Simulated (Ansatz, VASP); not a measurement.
**One calculation of Mo, two programs**

INCAR

```
SYSTEM = Mo
  PREC = Accurate
  ENCUT = 520
  EDIFF = 1E-6
  ISMEAR = -1
  SIGMA = 0.08
  LREAL = .FALSE.
  LASPH = .TRUE.
  NELM = 100
  ALGO = Normal
  ISIF = 2
  LWAVE = .FALSE.
  LCHARG = .TRUE.
  GGA = PE
  LELF = .TRUE.
  LVHAR = .TRUE.
  NBANDS = 13
```

Contents of KPOINTS:

```
regular mesh
0
G
  18 18 16
  0 0 0
```

The input POSCAR:

```
Mo
1.0
    2.7254141631      0.0000000000      0.0000000000
   -1.3627070815      2.3602779011      0.0000000000
    0.0000000000      0.0000000000      2.4807768189
Mo
1
Direct
    0.0000000000      0.0000000000      0.0000000000
```

Input for Ansatz:

```yaml
crystal:
  lattice:
    - [2.7254141631, 0.0, 0.0]
    - [-1.3627070815, 2.3602779011, 0.0]
    - [0.0, 0.0, 2.4807768189]
  atoms:
    - { symbol: Mo, position: [0.0, 0.0, 0.0] }
kpoints:
  mp_grid: { grid: [18, 18, 16] }
  band_path:
    path:
      - [0.0, 0.0, 0.0]
      - [0.5, 0.0, 0.0]
      - [0.3333333333, 0.3333333333, 0.0]
      - [0.0, 0.0, 0.0]
      - [0.0, 0.0, 0.5]
      - [0.5, 0.0, 0.5]
      - [0.3333333333, 0.3333333333, 0.5]
      - [0.0, 0.0, 0.5]
      - [0.5, 0.0, 0.5]
    npoints: 8
scf:
  occupations: { method: fermi_dirac, width: 0.08 }
hamiltonian:
  xc: pbe
  pseudopotentials: { kind: paw }
output:
  forces: true
  stress: true
  eigenvalues: true
  populations: true
  dos: { projected: true, de: 0.2, e_range: [-14, 8] }
```

Change from the starting cell: volume scaled by 0.95, PAW files.

Alike in both runs: task single point; functional PBE; k mesh 18 × 18 × 16; occupations fermi-dirac, width 0.08 eV; no spin polarisation.

```csv
,VASP,Ansatz
version,VASP 6.6.1,Ansatz 0.2.0
potentials or method,"VASP PAW PBE potentials, release 64 (Mo_sv)","PAW with Ansatz's default frozen-core files, scalar-relativistic"
plane-wave cutoff (eV),520,420
valence electrons in the cell,14,14
```

```csv
,VASP,Ansatz,Ansatz less VASP
pressure (GPa),12.4,11.8,-0.64
"traceless stress, the component that is largest in VASP (GPa)",0.25,-0.02,-0.268
```
